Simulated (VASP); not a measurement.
Input of a VASP 6.6.1 run:

Contents of INCAR:

```
PREC = Accurate
ENCUT = 520
EDIFF = 1E-8
ISMEAR = -1
SIGMA = 0.05
LREAL = F
LASPH = T
NELM = 60
ALGO = Normal
ISIF = 2
LWAVE = F
LCHARG = F
GGA = CA
LEFG = T
NBANDS = 18
```

File KPOINTS:

```
Automatic mesh
0
Gamma
  14 14 8
```

File POSCAR:

```
Ag
1.0
    2.8903986575      0.0000000000      0.0000000000
   -1.4451993287      2.5031586645      0.0000000000
    0.0000000000      0.0000000000      4.7252623344
Ag
2
Direct
    0.3333333333      0.6666666667      0.2500000000
    0.6666666667      0.3333333333      0.7500000000
```

Potentials or basis: VASP PAW LDA potentials, release 64 (Ag).

The run is started by

```sh
$ cat potpaw_LDA.64/Ag/POTCAR > POTCAR
$ mpirun -np 1 vasp_std > vasp.out
```

(1) Estimate the pressure.

(2) Estimate the band gap on the k mesh.

Results:

(1) -7.0 GPa.

(2) zero (bands 11 and 12 overlap by 7.02 eV).

Caveat: the cell stands under tension; without QUAD_EFG the Cq values of the log hold for a quadrupole moment of 1 mb, not for the nuclei.
